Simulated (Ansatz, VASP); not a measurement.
## Al: VASP beside Ansatz

The input INCAR:

```
ALGO = Fast ; EDIFF = 1E-6
ENCUT = 520 ; GGA = PS
ISIF = 2 ; ISMEAR = 0
LASPH = True ; LCHARG = False
LREAL = False ; LWAVE = False
NBANDS = 8 ; NELM = 80
PREC = Accurate ; SIGMA = 0.15
```

The input KPOINTS:

```
k-points
0
Gamma
  20 20 20
```

POSCAR

```
Al
1.0
   -1.5116577555      1.5116577555      1.6309991572
    1.5116577555     -1.5116577555      1.6309991572
    1.5116577555      1.5116577555     -1.6309991572
Al
1
Direct
    0.0000000000      0.0000000000      0.0000000000
```

Input for Ansatz:

```yaml
crystal:
  lattice:
    - [-1.5116577555, 1.5116577555, 1.6309991572]
    - [1.5116577555, -1.5116577555, 1.6309991572]
    - [1.5116577555, 1.5116577555, -1.6309991572]
  atoms:
    - { symbol: Al, position: [0.0, 0.0, 0.0] }
basis:
  ecutwfc: 420
kpoints:
  mp_grid: { grid: [20, 20, 20] }
hamiltonian:
  xc: pbesol
scf:
  occupations: { method: gaussian, width: 0.15 }
output:
  forces: true
  stress: true
  eigenvalues: true
```

Change from the starting cell: strain -0.050 along x and y, +0.025 along z, atoms carried along.

Alike in both runs: task single point; functional PBEsol; k mesh 20 × 20 × 20; occupations gaussian, width 0.15 eV; no spin polarisation.

|  | VASP | Ansatz |
| --- | --- | --- |
| version | VASP 6.6.1 | Ansatz 0.2.0 |
| potentials or method | VASP PAW PBE potentials, release 64 (Al), cutoff 520 eV | scalar-relativistic, plane waves, PAW |
| valence electrons in the cell | 3 | 3 |

VASP gave:

* gap on the k mesh at the Fermi level (eV): none
* pressure (GPa): 9.8
* traceless stress, the component that is largest in VASP (GPa): 2.86

Problem. What did Ansatz give for the same quantities?

Solution. gap on the k mesh at the Fermi level (eV): none; pressure (GPa): 9.7; traceless stress, the component that is largest in VASP (GPa): 2.85.

VASP's potentials were made for PBE, not for PBEsol. A gap of «none» marks a metal or a gap that the smearing closes. With one functional, cell and mesh, what is left measures potentials, basis and numerics.
